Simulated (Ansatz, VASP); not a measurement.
**S: VASP beside Ansatz**

```
CELL_PARAMETERS angstrom
5.19253 0.00000 0.00000
-2.59627 4.49686 0.00000
0.00000 0.00000 4.41923
ATOMIC_POSITIONS crystal
S 0.16297 0.00000 0.16667
S 0.00000 0.16297 0.83333
S 0.83703 0.83703 0.50000
```

Alike in both runs: functional PBE; k mesh 6 × 6 × 6; occupations gaussian, width 0.02 eV; no spin polarisation.

Ansatz relaxed the structure, and its values are those at the end. VASP's run is a single point on that final structure, the one shown.

|  | VASP | Ansatz |
| --- | --- | --- |
| version | VASP 6.6.1 | Ansatz 0.2.0 |
| potentials or method | VASP PAW PBE potentials, release 64 (S), cutoff 520 eV | scalar-relativistic, plane waves, PAW |
| valence electrons in the cell | 18 | 18 |

```tsv
	VASP	Ansatz	Ansatz less VASP
gap on the k mesh at the Fermi level (eV)	2.54	2.48	-0.061
least direct gap on the mesh (eV)	2.59	2.53	-0.061
pressure (GPa)	-0.4	0.0	+0.37
rms of the force components (eV/Å)	0.071	0.000	-0.0710
```

The functional is the same, so the differences come from potentials, cutoffs and numerics.
